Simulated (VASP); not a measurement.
# BeTe in VASP: further runs

The runs below take BeTe through single point, with PBE.

Everything below comes from runs of VASP 6.6.1. Logs are shortened: lines on timing, memory, paths and dates and some standing lists are left out, and cuts for length are marked.

**1. The cell of the first run**

It takes space group Fm-3m (No. 225, cubic). The conventional cell has a = 5.375 Å, b = 5.375 Å, c = 5.375 Å, α = 90.00°, β = 90.00°, γ = 90.00°. Be (site symmetry m-3m) has 6 Te at 2.69 Å within 3.5 Å. Within 3.5 Å of Te (site symmetry m-3m) lie 6 Be at 2.69 Å.

**2. Single point, PBE**

INCAR

```
SYSTEM = BeTe
  PREC = Accurate
  ENCUT = 600
  EDIFF = 1E-6
  ISMEAR = 0
  SIGMA = 0.2
  LREAL = .False.
  LASPH = .True.
  NELM = 120
  ALGO = Normal
  ISIF = 2
  LWAVE = .False.
  LCHARG = .False.
  GGA = PE
  NBANDS = 11
  GGA_COMPAT = .False.
```

KPOINTS

```
Automatic mesh
0
Gamma
  6 6 6
  0 0 0
```

POSCAR

```
BeTe
1.0
    0.0000000000      2.6873626302      2.6873626302
    2.6873626302      0.0000000000      2.6873626302
    2.6873626302      2.6873626302      0.0000000000
Be Te
1 1
Direct
    0.5000000000      0.5000000000      0.5000000000
    0.0000000000      0.0000000000      0.0000000000
```

Potentials or basis: VASP PAW PBE potentials, release 64 (Be, Te).

On the command line:

```bash
cat potpaw_PBE.64/Be/POTCAR potpaw_PBE.64/Te/POTCAR > POTCAR
mpirun -np 1 vasp_std > vasp.out
```

OUTCAR:

```text
SYSTEM = BeTe
   PREC = Accurate
   ENCUT = 600
   EDIFF = 1E-6
   ISMEAR = 0
   LREAL = .False.
   LASPH = .True.
   NELM = 120
   ISIF = 2
   GGA = PE

 ion  position               nearest neighbor table
   1  0.500  0.500  0.500-   2 2.69   2 2.69   2 2.69   2 2.69   2 2.69   2 2.69
   2  0.000  0.000  0.000-   1 2.69   1 2.69   1 2.69   1 2.69   1 2.69   1 2.69

  LATTYP: Found a face centered cubic cell.
 ALAT       =     5.3747252604

  Lattice vectors:

 A1 = (   0.0000000000,   2.6873626302,   2.6873626302)
 A2 = (   2.6873626302,   0.0000000000,   2.6873626302)
 A3 = (   2.6873626302,   2.6873626302,   0.0000000000)

Analysis of symmetry for initial positions (statically):
=====================================================================
 Subroutine PRICEL returns:
 Original cell was already a primitive cell.

 Routine SETGRP: Setting up the symmetry group for a
 face centered cubic supercell.

 Subroutine GETGRP returns: Found 48 space group operations
 (whereof 48 operations were pure point group operations)
 out of a pool of 48 trial point group operations.

The static configuration has the point symmetry O_h .

Analysis of symmetry for dynamics (positions and initial velocities):
=====================================================================
 Subroutine PRICEL returns:
 Original cell was already a primitive cell.

 Routine SETGRP: Setting up the symmetry group for a
 face centered cubic supercell.

 Subroutine GETGRP returns: Found 48 space group operations
 (whereof 48 operations were pure point group operations)
 out of a pool of 48 trial point group operations.

The dynamic configuration has the point symmetry O_h .

 Subroutine INISYM returns: Found 48 space group operations
 (whereof 48 operations are pure point group operations),
 and found     1 'primitive' translations

----------------------------------------------------------------------------------------

                                     Primitive cell

  volume of cell :      38.8158

  direct lattice vectors                    reciprocal lattice vectors
     0.000000000  2.687362630  2.687362630    -0.186056022  0.186056022  0.186056022
     2.687362630  0.000000000  2.687362630     0.186056022 -0.186056022  0.186056022
     2.687362630  2.687362630  0.000000000     0.186056022  0.186056022 -0.186056022

  length of vectors
     3.800504679  3.800504679  3.800504679     0.322258483  0.322258483  0.322258483

  position of ions in fractional coordinates (direct lattice)
     0.500000000  0.500000000  0.500000000
     0.000000000  0.000000000  0.000000000

  ion indices of the primitive-cell ions
   primitive index   ion index
                 1           1
                 2           2

----------------------------------------------------------------------------------------

 KPOINTS: Automatic mesh

Automatic generation of k-mesh.
 Grid dimensions read from file:
 generate k-points for:    6    6    6

 Generating k-lattice:

  Cartesian coordinates                     Fractional coordinates (reciprocal lattice)
    -0.031009337  0.031009337  0.031009337     0.166666667  0.000000000  0.000000000
     0.031009337 -0.031009337  0.031009337     0.000000000  0.166666667  0.000000000
     0.031009337  0.031009337 -0.031009337     0.000000000  0.000000000  0.166666667

  Length of vectors
     0.053709747  0.053709747  0.053709747

  Shift w.r.t. Gamma in fractional coordinates (k-lattice)
     0.000000000  0.000000000  0.000000000

 Subroutine IBZKPT returns following result:
 ===========================================

 Found     16 irreducible k-points:

 Following reciprocal coordinates:
            Coordinates               Weight
  0.000000  0.000000  0.000000      1.000000
  0.166667  0.000000  0.000000      8.000000
  0.333333  0.000000  0.000000      8.000000
  0.500000  0.000000  0.000000      4.000000
  0.166667  0.166667  0.000000      6.000000
  0.333333  0.166667  0.000000     24.000000
[... 8 lines left out ...]
 -0.333333  0.333333  0.166667     24.000000
 -0.333333  0.500000  0.166667     12.000000
   k-points           NKPTS =     16   k-points in BZ     NKDIM =     16   number of bands    NBANDS=     11
   number of dos      NEDOS =    301   number of ions     NIONS =      2
   total plane-waves  NPLWV =  27000
   dimension x,y,z NGX =    30 NGY =   30 NGZ =   30
   dimension x,y,z NGXF=    60 NGYF=   60 NGZF=   60
   ions per type =               1   1
   NGX,Y,Z   is equivalent  to a cutoff of  13.12, 13.12, 13.12 a.u.
   NGXF,Y,Z  is equivalent  to a cutoff of  26.25, 26.25, 26.25 a.u.
 SYSTEM =  BeTe
   PREC   = accura    normal or accurate (medium, high low for compatibility)
   ISTART =      0    job   : 0-new  1-cont  2-samecut
   ICHARG =      2    charge: 1-file 2-atom 10-const
   ISPIN  =      1    spin polarized calculation?
   LNONCOLLINEAR =      F non collinear calculations
   LSORBIT =      F    spin-orbit coupling
   LASPH  =      T    aspherical Exc in radial PAW
   ENCUT  =  600.0 eV  44.10 Ry    6.64 a.u.   7.59  7.59  7.59*2*pi/ulx,y,z
   NELM   =    120;   NELMIN=  2; NELMDL= -5     # of ELM steps
   EDIFF  = 0.1E-05   stopping-criterion for ELM
   LREAL  =      F    real-space projection
   EDIFFG = 0.1E-04   stopping-criterion for IOM
   NSW    =      0    number of steps for IOM
   IBRION =     -1    ionic relax: 0-MD 1-quasi-New 2-CG
   NFREE  =      0    steps in history (QN), initial steepest desc. (CG)
   ISIF   =      2    stress and relaxation
   ISYM   =      2    0-nonsym 1-usesym 2-fastsym
   POTIM  = 0.5000    time-step for ionic-motion
   TEBEG  =    0.0;   TEEND  =   0.0 temperature during run
   PSTRESS=    0.0 pullay stress
   NELECT =       8.0000    total number of electrons
   NUPDOWN=      -1.0000    fix difference up-down
   EMIN   =  10.00;   EMAX   =-10.00  energy-range for DOS
   EFERMI =   0.00;   METHOD = LEGACY
   ISMEAR =     0;   SIGMA  =   0.20  broadening in eV -4-tet -1-fermi 0-gaus
   EFERMI_NEDOS =   21; number of points for ismear=-14 and -15
   IALGO  =     38    algorithm
   IMIX   =      4    mixing-type and parameters
     AMIX     =   0.40;   BMIX     =  1.00
     AMIX_MAG =   1.60;   BMIX_MAG =  1.00
  volume/ion in A,a.u.               =      19.41       130.97
  Fermi-wavevector in a.u.,A,eV,Ry     =   0.967019  1.827402 12.723171  0.935127
  Thomas-Fermi vector in A             =   2.096870
   LORBIT       =      0    0 simple, 1 ext, 2 COOP (PROOUT), +10 PAW based schemes
   GGA     = PE    functional components
   LHFCALC =     F    Hartree Fock is set to
   AEXX    =    0.0000 exact exchange contribution
   IVDW    =     0    specifies the selected vdW correction
   LEPSILON=     F    determine dielectric tensor
   LRPA    =     F    only Hartree local field effects (RPA)
 non-spin polarized calculation
 Gauss-broadening in eV      SIGMA  =   0.20
  energy-cutoff  :      600.00
  volume of cell :       38.82
 maximum number of plane-waves:      1313
   NGX = 15   NGY = 15   NGZ = 15

 number of electron       8.0000000 magnetization

 Free energy of the ion-electron system (eV)
  ---------------------------------------------------
  ext. energy  EPLUGINS =         0.00000000
  ---------------------------------------------------
  free energy    TOTEN  =        -6.58940124 eV

  energy without entropy =       -6.57703289  energy(sigma->0) =       -6.58321707

 E-fermi :   7.1864     XC(G=0):  -9.9247

 val. band max:        7.0419072245   @ k =   0.3333   0.3333   0.0000
 cond. band min:       7.3266664244   @ k =   0.5000   0.3333   0.0000
 fundamental gap:      0.2847591999
 Fermi energy:         7.1864052456

 k-point     1 :       0.0000    0.0000    0.0000
  band No.  band energies     occupation
      1      -6.1371      2.00000
      2       6.8928      1.96210
      3       6.8928      1.96210
      4       6.8928      1.96210
      5      10.1437      0.00000
      6      13.4100      0.00000
      7      13.4100      0.00000
      8      13.4100      0.00000
      9      14.0097      0.00000
     10      14.0097      0.00000
     11      14.0097      0.00000

 k-point     2 :       0.1667    0.0000    0.0000
  band No.  band energies     occupation
      1      -5.8001      2.00000
      2       4.7068      2.00000
      3       6.8380      1.98626
      4       6.8380      1.98626
      5      10.8455      0.00000
      6      11.9317      0.00000
      7      11.9317      0.00000
      8      13.2284      0.00000
      9      14.1386      0.00000
     10      14.8227      0.00000
     11      14.8227      0.00000

 k-point     3 :       0.3333    0.0000    0.0000
  band No.  band energies     occupation
      1      -4.9117      2.00000
      2       1.8275      2.00000
      3       6.8305      1.98815
      4       6.8305      1.98815
      5      10.1857      0.00000
      6      10.1857      0.00000
      7      10.3687      0.00000
      8      12.8589      0.00000
      9      16.4948      0.00000
     10      17.0150      0.00000
     11      17.0150      0.00000

 k-point     4 :       0.5000    0.0000    0.0000
  band No.  band energies     occupation
      1      -4.2354      2.00000
      2       0.4291      2.00000
      3       6.8974      1.95899
      4       6.8974      1.95899
      5       9.4667      0.00000
      6       9.4667      0.00000
      7      10.0933      0.00000
      8      12.6813      0.00000
      9      19.0581      0.00000
     10      19.9463      0.00000
     11      19.9471      0.00000

 k-point     5 :       0.1667    0.1667    0.0000
  band No.  band energies     occupation
      1      -5.6851      2.00000
      2       5.3512      2.00000
      3       5.9511      2.00000
      4       5.9511      2.00000
      5       9.9389      0.00000
      6      12.2903      0.00000
      7      12.3265      0.00000
      8      13.8526      0.00000
      9      13.8526      0.00000
     10      16.0043      0.00000
     11      16.0043      0.00000
[... 99 lines left out ...]
 k-point    13 :       0.5000    0.5000    0.0000
  band No.  band energies     occupation
      1      -3.4348      2.00000
      2       1.1688      2.00000
      3       4.1744      2.00000
      4       4.1744      2.00000
      5       6.2216      2.00000
      6      10.2557      0.00000
      7      15.9478      0.00000
      8      15.9478      0.00000
      9      18.3264      0.00000
     10      20.2773      0.00000
     11      21.8886      0.00000

 k-point    14 :       0.5000    0.3333    0.1667
  band No.  band energies     occupation
      1      -4.1873      2.00000
      2       2.0990      2.00000
      3       3.5811      2.00000
      4       4.9915      2.00000
      5       8.9861      0.00000
      6      11.4768      0.00000
      7      12.9076      0.00000
      8      15.0697      0.00000
      9      15.5529      0.00000
     10      18.8470      0.00000
     11      18.9567      0.00000

 k-point    15 :      -0.3333    0.3333    0.1667
  band No.  band energies     occupation
      1      -3.6442      2.00000
      2       1.4055      2.00000
      3       3.1134      2.00000
      4       4.2873      2.00000
      5      10.1123      0.00000
      6      10.2890      0.00000
      7      14.9979      0.00000
      8      15.2400      0.00000
      9      15.7491      0.00000
     10      16.1528      0.00000
     11      20.8390      0.00000

 k-point    16 :      -0.3333    0.5000    0.1667
  band No.  band energies     occupation
      1      -3.3984      2.00000
      2       1.6879      2.00000
      3       3.0740      2.00000
      4       3.2151      2.00000
      5       8.5882      0.00000
      6      12.4201      0.00000
      7      12.6869      0.00000
      8      16.4180      0.00000
      9      16.9514      0.00000
     10      17.5787      0.00000
     11      22.5488      0.00000

------------------------ aborting loop because EDIFF is reached ----------------------------------------

  FORCE on cell =-STRESS in cart. coord.  units (eV):
  Direction    XX          YY          ZZ          XY          YZ          ZX
  --------------------------------------------------------------------------------------
  -------------------------------------------------------------------------------------
  Total       -0.1230635     -0.1230635     -0.1230635      0.0000000      0.0000000     -0.0000000
  in kB       -5.0796168     -5.0796168     -5.0796168      0.0000000      0.0000000     -0.0000000
  external PRESSURE =      -5.0796168 kB  Pullay stress =       0.0000000 kB

 VOLUME and BASIS-vectors are now :
 -----------------------------------------------------------------------------
  energy-cutoff  :      600.00
  volume of cell :       38.82
      direct lattice vectors                 reciprocal lattice vectors
     0.000000000  2.687362630  2.687362630    -0.186056022  0.186056022  0.186056022
     2.687362630  0.000000000  2.687362630     0.186056022 -0.186056022  0.186056022
     2.687362630  2.687362630  0.000000000     0.186056022  0.186056022 -0.186056022

 POSITION                                       TOTAL-FORCE (eV/Angst)
 -----------------------------------------------------------------------------------
      2.68736      2.68736      2.68736        -0.000000      0.000000     -0.000000
      0.00000      0.00000      0.00000         0.000000      0.000000      0.000000
 -----------------------------------------------------------------------------------
    total drift:                               -0.000000      0.000000      0.000000

  FREE ENERGIE OF THE ION-ELECTRON SYSTEM (eV)
  ---------------------------------------------------
  free  energy   TOTEN  =        -6.5894012449 eV

  energy  without entropy=       -6.5770328878  energy(sigma->0) =       -6.58321707
```

Wall time 4.9 s (1 thread of Intel Xeon Platinum 8488C (Sapphire Rapids), shared host); peak memory 0.17 GiB.

Results:

| Property | Result |
| --- | --- |
| Free energy | -6.5894 eV |
| Pressure | -0.5 GPa |
| Band gap on the k mesh | zero (band 4 reaches 7.43 eV, above the bottom of band 5 at 6.22 eV) |

Caveat: spin-orbit coupling is left out, which moves the levels of the heavy elements.

**3. Single point, PBE**

INCAR

```
SYSTEM = BeTe
ALGO = Normal
EDIFF = 1E-6
ENCUT = 600
GGA = PE
GGA_COMPAT = .False.
ISIF = 2
ISMEAR = 0
LASPH = .True.
LCHARG = .False.
LREAL = .False.
LWAVE = .False.
NBANDS = 11
NELM = 120
PREC = Accurate
SIGMA = 0.2
```

KPOINTS

```
k-points
0
Gamma
  6 6 6
  0 0 0
```

POSCAR

```
BeTe
1.0
    0.0000000000      2.6855968522      2.6855968522
    2.6855968522      0.0000000000      2.6855968522
    2.6855968522      2.6855968522      0.0000000000
Be Te
1 1
Direct
    0.0000000000      0.0000000000      0.0000000000
    0.5000000000      0.5000000000      0.5000000000
```

Potentials or basis: VASP PAW PBE potentials, release 64 (Be, Te).

On the command line:

```bash
cat potpaw_PBE.64/Be/POTCAR potpaw_PBE.64/Te/POTCAR > POTCAR
mpirun -np 1 vasp_std > vasp.out
```

It took 4.9 s on 1 thread of Intel Xeon Platinum 8488C (Sapphire Rapids), shared host; peak memory 0.17 GiB.

It converged, with:

```yaml
Free_energy: -6.5896 eV
Pressure: -0.4 GPa
Band_gap_on_the_k_mesh: zero (band 4 reaches 7.46 eV, above the bottom of band 5 at 6.25 eV)
```

Levels at points of the mesh, in eV from the Fermi level:
| k point | band 1 | band 2 | band 3 | band 4 | band 5 | band 6 | band 7 | band 8 | band 9 |
| --- | --- | --- | --- | --- | --- | --- | --- | --- | --- |
| (0.00, 0.00, 0.00) | -13.34 | -0.29 | -0.29 | -0.29 | 2.98 | 6.23 | 6.23 | 6.23 | 6.82 |
| (0.50, 0.00, 0.00) | -11.43 | -6.77 | -0.29 | -0.29 | 2.28 | 2.28 | 2.91 | 5.50 | 11.88 |
| (0.50, 0.50, 0.00) | -10.63 | -6.03 | -3.02 | -3.02 | -0.96 | 3.06 | 8.78 | 8.78 | 11.16 |

Caveat: spin-orbit coupling is left out, which moves the levels of the heavy elements.

**4. Single point, PBE**

This run uses another cell than the first one, of 19.16 Å³/atom, 0.987 times its volume.

INCAR, as its differences from that of step 3:

```diff
@@ -9,4 +9,6 @@
 LASPH = .True.
-LCHARG = .False.
+LCHARG = .True.
+LELF = .True.
 LREAL = .False.
+LVHAR = .True.
 LWAVE = .False.
```

KPOINTS is that of step 3.

POSCAR

```
BeTe
1.0
    1.8849998359      1.0883051644      3.1132174516
   -1.8849998359      1.0883051644      3.1132174516
    0.0000000000     -2.1766103236      3.1132174534
Be Te
1 1
Direct
    0.5000000000      0.5000000000      0.5000000000
    0.0000000000      0.0000000000      0.0000000000
```

On the command line:

```bash
cat potpaw_PBE.64/Be/POTCAR potpaw_PBE.64/Te/POTCAR > POTCAR
mpirun -np 1 vasp_std > vasp.out
```

Run time: 9 s. Hardware: 1 thread of Intel Xeon Platinum 8488C (Sapphire Rapids), shared host; peak memory 0.17 GiB.

Results (log left out):

```yaml
Free_energy: -6.5886 eV
Pressure: 0.3 GPa
Band_gap_on_the_k_mesh: zero (band 4 reaches 7.64 eV, above the bottom of band 5 at 6.38 eV)
```

Stress tensor (GPa, compression positive):
```
 0.76  0.00  0.00
 0.00  0.76  0.00
 0.00  0.00 -0.49
```

Levels at points of the mesh, in eV from the Fermi level:
```tsv
k point	band 1	band 2	band 3	band 4	band 5	band 6	band 7	band 8
(0.00, 0.00, 0.00)	-13.42	-0.41	-0.24	-0.24	3.07	6.25	6.25	6.29
(0.50, 0.00, 0.00)	-11.46	-6.84	-0.34	-0.29	2.20	2.28	2.90	5.51
(0.50, 0.50, 0.00)	-10.65	-6.11	-3.12	-3.00	-0.96	3.03	8.83	8.87
(0.50, 0.50, 0.50)	-11.53	-6.88	-0.22	-0.22	2.33	2.33	3.04	5.63
```

Caveat: spin-orbit coupling is left out, which moves the levels of the heavy elements.

**5. The runs side by side**

```csv
cell,gap on the mesh (eV),pressure (GPa)
"a = 3.801 Å, angles 60.0°, 2 atoms",none,-0.5
"a = 3.798 Å, angles 60.0°, 2 atoms",none,-0.4
"a = 3.799 Å, angles 59.5°, 2 atoms",none,0.3
```

Alike in all rows: task single point; level PBE; potentials or basis VASP PAW PBE potentials, release 64 (Be, Te); no spin polarisation; k mesh 6 × 6 × 6; cutoff (eV) 600; smearing gaussian 0.2 eV.

Caveats: spin-orbit coupling is left out, which moves the levels of the heavy elements.

Total energies depend on the potentials used, so only differences within one code and one set of settings carry meaning.
